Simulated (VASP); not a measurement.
Here is a VASP 6.6.1 calculation.

The input INCAR:

```
  PREC = Accurate
  ENCUT = 520
  EDIFF = 1E-6
  ISMEAR = 0
  SIGMA = 0.05
  LREAL = False
  LASPH = True
  NELM = 80
  ALGO = Normal
  ISIF = 2
  LWAVE = False
  LCHARG = False
  GGA = PS
  NBANDS = 14
```

KPOINTS

```
regular mesh
0
Gamma
  6 6 6
```

POSCAR

```
NaCl
1.0
    3.5021900000      0.0000000000      0.0984115390
    0.0000000000      3.5021900000      0.0000000000
    0.0984115390      0.0000000000      3.5021900000
Na Cl
1 1
Direct
    0.0000000000      0.0000000000      0.0000000000
    0.5000000000      0.5000000000      0.5000000000
```

Potentials or basis: VASP PAW PBE potentials, release 64 (Na_pv, Cl).

Run with:

```bash
$ cat potpaw_PBE.64/Na_pv/POTCAR potpaw_PBE.64/Cl/POTCAR > POTCAR
$ mpirun -np 1 vasp_std > vasp.out
```

(1) Estimate the pressure.

(2) What does it give for the band gap on the k mesh?

## Answers

(1) -1.1 GPa.

(2) 3.85 eV, indirect (least direct gap 4.27 eV).

Caveat: the cell differs from its parent crystal (strain +0.0562 x Voigt [0, 0, 0, 0, 1, 0]); the PAW data sets were made with another functional, which shifts forces and pressure a little.
